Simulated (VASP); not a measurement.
# Br (Im-3m) in VASP: a series of runs

The runs below take Br through single point, with PBE.

All numbers are computed with VASP 6.6.1; they aren't measurements. Logs are shortened: lines on timing, memory, paths and dates and some standing lists are left out, and cuts for length are marked.

### 1 The cell of the first run

It takes space group Im-3m (No. 229, cubic). The conventional cell has a = 2.779 Å, b = 2.779 Å, c = 2.779 Å, α = 90.00°, β = 90.00°, γ = 90.00°. Br (site symmetry m-3m) has 14 Br at 2.41 to 2.78 Å within 3.2 Å.

### 2 Single point, PBE (volume scaled by 0.4)

File INCAR:

```
PREC = Accurate
ENCUT = 520
EDIFF = 1E-6
ISMEAR = -1
SIGMA = 0.08
LREAL = False
LASPH = True
NELM = 100
ALGO = Normal
ISIF = 2
LWAVE = False
LCHARG = False
GGA = PE
NBANDS = 10
```

File KPOINTS:

```
regular mesh
0
Gamma
  16 16 16
```

File POSCAR:

```
Br
1.0
   -1.3896060500      1.3896060500      1.3896060500
    1.3896060500     -1.3896060500      1.3896060500
    1.3896060500      1.3896060500     -1.3896060500
Br
1
Direct
    0.0000000000      0.0000000000      0.0000000000
```

Potentials or basis: VASP PAW PBE potentials, release 64 (Br).

Command:

```bash
$ cat potpaw_PBE.64/Br/POTCAR > POTCAR
$ mpirun -np 1 vasp_std > vasp.out
```

OUTCAR:

```text
PREC = Accurate
   ENCUT = 520
   EDIFF = 1E-6
   ISMEAR = -1
   LREAL = False
   LASPH = True
   NELM = 100
   ISIF = 2
   GGA = PE

 ion  position               nearest neighbor table
   1  0.000  0.000  0.000-

  LATTYP: Found a body centered cubic cell.
 ALAT       =     2.7792121000

  Lattice vectors:

 A1 = (  -1.3896060500,   1.3896060500,   1.3896060500)
 A2 = (   1.3896060500,  -1.3896060500,   1.3896060500)
 A3 = (   1.3896060500,   1.3896060500,  -1.3896060500)

Analysis of symmetry for initial positions (statically):
=====================================================================
 Subroutine PRICEL returns:
 Original cell was already a primitive cell.

 Routine SETGRP: Setting up the symmetry group for a
 body centered cubic supercell.

 Subroutine GETGRP returns: Found 48 space group operations
 (whereof 48 operations were pure point group operations)
 out of a pool of 48 trial point group operations.

The static configuration has the point symmetry O_h .

Analysis of symmetry for dynamics (positions and initial velocities):
=====================================================================
 Subroutine PRICEL returns:
 Original cell was already a primitive cell.

 Routine SETGRP: Setting up the symmetry group for a
 body centered cubic supercell.

 Subroutine GETGRP returns: Found 48 space group operations
 (whereof 48 operations were pure point group operations)
 out of a pool of 48 trial point group operations.

The dynamic configuration has the point symmetry O_h .

 Subroutine INISYM returns: Found 48 space group operations
 (whereof 48 operations are pure point group operations),
 and found     1 'primitive' translations

----------------------------------------------------------------------------------------

                                     Primitive cell

  volume of cell :      10.7333

  direct lattice vectors                    reciprocal lattice vectors
    -1.389606050  1.389606050  1.389606050     0.000000000  0.359814208  0.359814208
     1.389606050 -1.389606050  1.389606050     0.359814208  0.000000000  0.359814208
     1.389606050  1.389606050 -1.389606050     0.359814208  0.359814208  0.000000000

  length of vectors
     2.406868281  2.406868281  2.406868281     0.508854133  0.508854133  0.508854133

  position of ions in fractional coordinates (direct lattice)
     0.000000000  0.000000000  0.000000000

  ion indices of the primitive-cell ions
   primitive index   ion index
                 1           1

----------------------------------------------------------------------------------------

 KPOINTS: regular mesh

Automatic generation of k-mesh.
 Grid dimensions read from file:
 generate k-points for:   16   16   16

 Generating k-lattice:

  Cartesian coordinates                     Fractional coordinates (reciprocal lattice)
     0.000000000  0.022488388  0.022488388     0.062500000  0.000000000  0.000000000
     0.022488388  0.000000000  0.022488388     0.000000000  0.062500000  0.000000000
     0.022488388  0.022488388  0.000000000     0.000000000  0.000000000  0.062500000

  Length of vectors
     0.031803383  0.031803383  0.031803383

  Shift w.r.t. Gamma in fractional coordinates (k-lattice)
     0.000000000  0.000000000  0.000000000

 Subroutine IBZKPT returns following result:
 ===========================================

 Found    145 irreducible k-points:

 Following reciprocal coordinates:
            Coordinates               Weight
  0.000000  0.000000  0.000000      1.000000
  0.062500  0.000000  0.000000     12.000000
  0.125000  0.000000  0.000000     12.000000
  0.187500  0.000000  0.000000     12.000000
  0.250000  0.000000  0.000000     12.000000
  0.312500  0.000000  0.000000     12.000000
[... 16 lines left out ...]
  0.187500  0.187500  0.000000     24.000000
  0.250000  0.187500 -0.000000     48.000000
 [... further k-points ...]
   k-points           NKPTS =    145   k-points in BZ     NKDIM =    145   number of bands    NBANDS=     10
   number of dos      NEDOS =    301   number of ions     NIONS =      1
   total plane-waves  NPLWV =   5832
   dimension x,y,z NGX =    18 NGY =   18 NGZ =   18
   dimension x,y,z NGXF=    36 NGYF=   36 NGZF=   36
   ions per type =               1
   NGX,Y,Z   is equivalent  to a cutoff of  12.43, 12.43, 12.43 a.u.
   NGXF,Y,Z  is equivalent  to a cutoff of  24.87, 24.87, 24.87 a.u.
 SYSTEM =  unknown system
   PREC   = accura    normal or accurate (medium, high low for compatibility)
   ISTART =      0    job   : 0-new  1-cont  2-samecut
   ICHARG =      2    charge: 1-file 2-atom 10-const
   ISPIN  =      1    spin polarized calculation?
   LNONCOLLINEAR =      F non collinear calculations
   LSORBIT =      F    spin-orbit coupling
   LASPH  =      T    aspherical Exc in radial PAW
   ENCUT  =  520.0 eV  38.22 Ry    6.18 a.u.   4.48  4.48  4.48*2*pi/ulx,y,z
   NELM   =    100;   NELMIN=  2; NELMDL= -5     # of ELM steps
   EDIFF  = 0.1E-05   stopping-criterion for ELM
   LREAL  =      F    real-space projection
   EDIFFG = 0.1E-04   stopping-criterion for IOM
   NSW    =      0    number of steps for IOM
   IBRION =     -1    ionic relax: 0-MD 1-quasi-New 2-CG
   NFREE  =      0    steps in history (QN), initial steepest desc. (CG)
   ISIF   =      2    stress and relaxation
   ISYM   =      2    0-nonsym 1-usesym 2-fastsym
   POTIM  = 0.5000    time-step for ionic-motion
   TEBEG  =    0.0;   TEEND  =   0.0 temperature during run
   PSTRESS=    0.0 pullay stress
   NELECT =       7.0000    total number of electrons
   NUPDOWN=      -1.0000    fix difference up-down
   EMIN   =  10.00;   EMAX   =-10.00  energy-range for DOS
   EFERMI =   0.00;   METHOD = LEGACY
   ISMEAR =    -1;   SIGMA  =   0.08  broadening in eV -4-tet -1-fermi 0-gaus
   EFERMI_NEDOS =   21; number of points for ismear=-14 and -15
   IALGO  =     38    algorithm
   IMIX   =      4    mixing-type and parameters
     AMIX     =   0.40;   BMIX     =  1.00
     AMIX_MAG =   1.60;   BMIX_MAG =  1.00
  volume/ion in A,a.u.               =      10.73        72.43
  Fermi-wavevector in a.u.,A,eV,Ry     =   1.419698  2.682839 27.423100  2.015541
  Thomas-Fermi vector in A             =   2.540691
   LORBIT       =      0    0 simple, 1 ext, 2 COOP (PROOUT), +10 PAW based schemes
   GGA     = PE    functional components
   LHFCALC =     F    Hartree Fock is set to
   AEXX    =    0.0000 exact exchange contribution
   IVDW    =     0    specifies the selected vdW correction
   LEPSILON=     F    determine dielectric tensor
   LRPA    =     F    only Hartree local field effects (RPA)
 non-spin polarized calculation
  energy-cutoff  :      520.00
  volume of cell :       10.73
 maximum number of plane-waves:       321
 NGX is ok and might be reduce to    18
   NGX =  9   NGY =  9   NGZ =  9

 number of electron       7.0000002 magnetization

 Free energy of the ion-electron system (eV)
  ---------------------------------------------------
  ext. energy  EPLUGINS =         0.00000000
  ---------------------------------------------------
  free energy    TOTEN  =         4.14896112 eV

  energy without entropy =        4.16183186  energy(sigma->0) =        4.15539649

 E-fermi :  16.7360     XC(G=0): -13.9131

 val. band max:       16.7314979513   @ k =  -0.3750   0.5000   0.1250
 cond. band min:      16.7554299079   @ k =   0.2500   0.0000   0.0000
 fundamental gap:      0.0239319566
 Fermi energy:        16.7359662846

 k-point     1 :       0.0000    0.0000    0.0000
  band No.  band energies     occupation
      1      -9.9515      2.00000
      2      20.8411      0.00000
      3      20.8411      0.00000
      4      20.8411      0.00000
      5      29.3646      0.00000
      6      29.3646      0.00000
      7      29.3646      0.00000
      8      33.7318      0.00000
      9      33.7318      0.00000
     10      35.0887      0.00000

 k-point     2 :       0.0625    0.0000    0.0000
  band No.  band energies     occupation
      1      -9.8046      2.00000
      2      19.8316      0.00000
      3      20.3388      0.00000
      4      20.7355      0.00000
      5      28.7069      0.00000
      6      29.1267      0.00000
      7      30.1279      0.00000
      8      32.2511      0.00000
      9      32.9708      0.00000
     10      36.0369      0.00000

 k-point     3 :       0.1250    0.0000    0.0000
  band No.  band energies     occupation
      1      -9.3648      2.00000
      2      17.3936      0.00054
      3      19.2033      0.00000
      4      20.4318      0.00000
      5      27.4064      0.00000
      6      27.9118      0.00000
      7      32.0474      0.00000
      8      32.1498      0.00000
      9      32.3175      0.00000
     10      38.2217      0.00000

 k-point     4 :       0.1875    0.0000    0.0000
  band No.  band energies     occupation
      1      -8.6344      2.00000
      2      14.3652      2.00000
      3      17.9282      0.00000
      4      19.9769      0.00000
      5      26.0861      0.00000
      6      26.4472      0.00000
      7      32.2088      0.00000
      8      32.8852      0.00000
      9      34.6276      0.00000
     10      40.7135      0.00000
[... 222 lines left out ...]
 k-point    22 :       0.4375    0.1250    0.0000
  band No.  band energies     occupation
      1      -1.8443      2.00000
      2       2.0770      2.00000
      3      11.8592      2.00000
      4      16.5021      1.89796
      5      24.0136      0.00000
      6      27.2003      0.00000
      7      35.1978      0.00000
      8      36.2328      0.00000
      9      43.0178      0.00000
     10      45.0909      0.00000

 k-point    23 :       0.1875    0.1875    0.0000
  band No.  band energies     occupation
      1      -6.0466      2.00000
      2       9.3782      2.00000
      3      12.2642      2.00000
      4      17.3148      0.00144
      5      25.8094      0.00000
      6      27.7267      0.00000
      7      32.9087      0.00000
      8      35.1059      0.00000
      9      40.0339      0.00000
     10      43.0979      0.00000

 k-point    24 :       0.2500    0.1875   -0.0000
  band No.  band energies     occupation
      1      -4.6577      2.00000
      2       7.1620      2.00000
      3      10.7340      2.00000
      4      16.6878      1.29255
      5      25.6304      0.00000
      6      28.2300      0.00000
      7      33.2989      0.00000
      8      36.8121      0.00000
      9      41.2434      0.00000
     10      42.0791      0.00000

 [... further k-points ...]
[... 5 lines left out ...]
  --------------------------------------------------------------------------------------
  -------------------------------------------------------------------------------------
  Total       16.2133629     16.2133629     16.2133629     -0.0000000      0.0000000      0.0000000
  in kB     2420.1852232   2420.1852232   2420.1852232     -0.0000000      0.0000000      0.0000000
  external PRESSURE =    2420.1852232 kB  Pullay stress =       0.0000000 kB

 VOLUME and BASIS-vectors are now :
 -----------------------------------------------------------------------------
  energy-cutoff  :      520.00
  volume of cell :       10.73
      direct lattice vectors                 reciprocal lattice vectors
    -1.389606050  1.389606050  1.389606050     0.000000000  0.359814208  0.359814208
     1.389606050 -1.389606050  1.389606050     0.359814208  0.000000000  0.359814208
     1.389606050  1.389606050 -1.389606050     0.359814208  0.359814208  0.000000000

 POSITION                                       TOTAL-FORCE (eV/Angst)
 -----------------------------------------------------------------------------------
      0.00000      0.00000      0.00000        -0.000000     -0.000000     -0.000000
 -----------------------------------------------------------------------------------
    total drift:                               -0.000000      0.000000     -0.000000

  FREE ENERGIE OF THE ION-ELECTRON SYSTEM (eV)
  ---------------------------------------------------
  free  energy   TOTEN  =         4.1489611240 eV

  energy  without entropy=        4.1618318575  energy(sigma->0) =        4.15539649
```

Wall time 9.5 s (1 thread of AMD EPYC 7R43 (Zen 3), shared host); peak memory 0.09 GiB.

Results:

| Item | Value |
| --- | --- |
| Free energy | 4.1490 eV |
| Pressure | 242.0 GPa |

Levels at points of the mesh, in eV from the Fermi level:
```csv
k point,band 1,band 2,band 3,band 4,band 5,band 6,band 7,band 8,band 9
"(0.00, 0.00, 0.00)",-26.69,4.11,4.11,4.11,12.63,12.63,12.63,17.00,17.00
"(0.50, 0.00, 0.00)",-18.94,-15.11,-2.25,1.44,6.08,6.27,20.96,22.66,22.80
"(0.50, 0.50, 0.50)",-12.34,-8.68,-8.68,-8.68,-0.71,-0.71,29.03,29.03,29.03
```

Caveat: an odd number of electrons without spin polarisation forces a metal; a magnetic or distorted state may lie lower.

### 3 Single point, PBE (volume scaled by 0.5)

File INCAR:

```
PREC = Accurate ; ENCUT = 520
EDIFF = 1E-6 ; ISMEAR = -1
SIGMA = 0.08 ; LREAL = False
LASPH = True ; NELM = 80
ALGO = Normal ; ISIF = 2
LWAVE = False ; LCHARG = True
GGA = PE ; LELF = True
LVHAR = True ; NBANDS = 10
```

File KPOINTS:

```
Automatic mesh
0
Gamma
  16 16 16
```

File POSCAR:

```
Br
1.0
   -1.4969077397      1.4969077397      1.4969077397
    1.4969077397     -1.4969077397      1.4969077397
    1.4969077397      1.4969077397     -1.4969077397
Br
1
Direct
    0.0000000000      0.0000000000      0.0000000000
```

Potentials or basis: VASP PAW PBE potentials, release 64 (Br).

Command:

```bash
$ cat potpaw_PBE.64/Br/POTCAR > POTCAR
$ mpirun -np 1 vasp_std > vasp.out
```

Run time: 12 s. Hardware: 1 thread of AMD EPYC 7R43 (Zen 3), shared host; peak memory 0.1 GiB.

Results (log left out):

```yaml
Free_energy: 1.3467 eV
Pressure: 110.7 GPa
```

Levels at points of the mesh, in eV from the Fermi level:
| k point | band 1 | band 2 | band 3 | band 4 | band 5 | band 6 | band 7 | band 8 |
| --- | --- | --- | --- | --- | --- | --- | --- | --- |
| (0.00, 0.00, 0.00) | -22.68 | 2.74 | 2.74 | 2.74 | 12.68 | 12.68 | 12.68 | 15.31 |
| (0.50, 0.00, 0.00) | -17.09 | -11.62 | -1.82 | 1.20 | 6.47 | 7.29 | 19.71 | 20.61 |
| (0.50, 0.50, 0.50) | -12.85 | -6.66 | -6.66 | -6.66 | 1.65 | 1.65 | 26.38 | 26.38 |

Caveat: an odd number of electrons without spin polarisation forces a metal; a magnetic or distorted state may lie lower.

### 4 Single point, PBE (volume scaled by 0.6)

File INCAR:

```
PREC     = Accurate       # precision mode
ENCUT    = 520            # plane-wave cutoff, eV
EDIFF    = 1E-7           # SCF threshold, eV
ISMEAR   = -1             # smearing method
SIGMA    = 0.08           # smearing width, eV
LREAL    = False          # projectors in reciprocal space
LASPH    = True           # aspherical terms in the spheres
NELM     = 60             # most SCF steps
ALGO     = Normal         # electronic algorithm
ISIF     = 2              # what is computed and relaxed
LWAVE    = False          # write WAVECAR
LCHARG   = False          # write CHGCAR
GGA      = PE             # functional
NBANDS   = 10             # bands
```

KPOINTS is that of step 3.

File POSCAR:

```
Br
1.0
   -1.5907018369      1.5907018369      1.5907018369
    1.5907018369     -1.5907018369      1.5907018369
    1.5907018369      1.5907018369     -1.5907018369
Br
1
Direct
    0.0000000000      0.0000000000      0.0000000000
```

Command:

```bash
$ cat potpaw_PBE.64/Br/POTCAR > POTCAR
$ mpirun -np 1 vasp_std > vasp.out
```

Wall time 13 s (1 thread of AMD EPYC 7R43 (Zen 3), shared host); peak memory 0.1 GiB.

Results (log left out):

* Free energy: 0.0377 eV
* Pressure: 53.0 GPa

Levels at points of the mesh, in eV from the Fermi level:
| k point | band 1 | band 2 | band 3 | band 4 | band 5 | band 6 | band 7 | band 8 | band 9 |
| --- | --- | --- | --- | --- | --- | --- | --- | --- | --- |
| (0.00, 0.00, 0.00) | -20.04 | 1.95 | 1.95 | 1.95 | 12.43 | 12.73 | 12.73 | 12.73 | 16.33 |
| (0.50, 0.00, 0.00) | -15.93 | -9.23 | -1.50 | 0.97 | 6.73 | 8.11 | 18.92 | 19.25 | 20.14 |
| (0.50, 0.50, 0.50) | -13.05 | -5.28 | -5.28 | -5.28 | 3.28 | 3.28 | 24.50 | 24.50 | 24.50 |

Caveat: an odd number of electrons without spin polarisation forces a metal; a magnetic or distorted state may lie lower.

### 5 Summary

| cell | gap on the mesh (eV) | pressure (GPa) |
| --- | --- | --- |
| a = 2.407 Å, angles 109.5°, 1 atom | none | 242.0 |
| a = 2.593 Å, angles 109.5°, 1 atom | none | 110.7 |
| a = 2.755 Å, angles 109.5°, 1 atom | none | 53.0 |

Alike in all rows: task single point; level PBE; potentials or basis VASP PAW PBE potentials, release 64 (Br); no spin polarisation; k mesh 16 × 16 × 16; cutoff (eV) 520; smearing fermi-dirac 0.08 eV.

Caveats: an odd number of electrons without spin polarisation forces a metal; a magnetic or distorted state may lie lower.

Absolute energies hang on the potentials; compare differences alone.
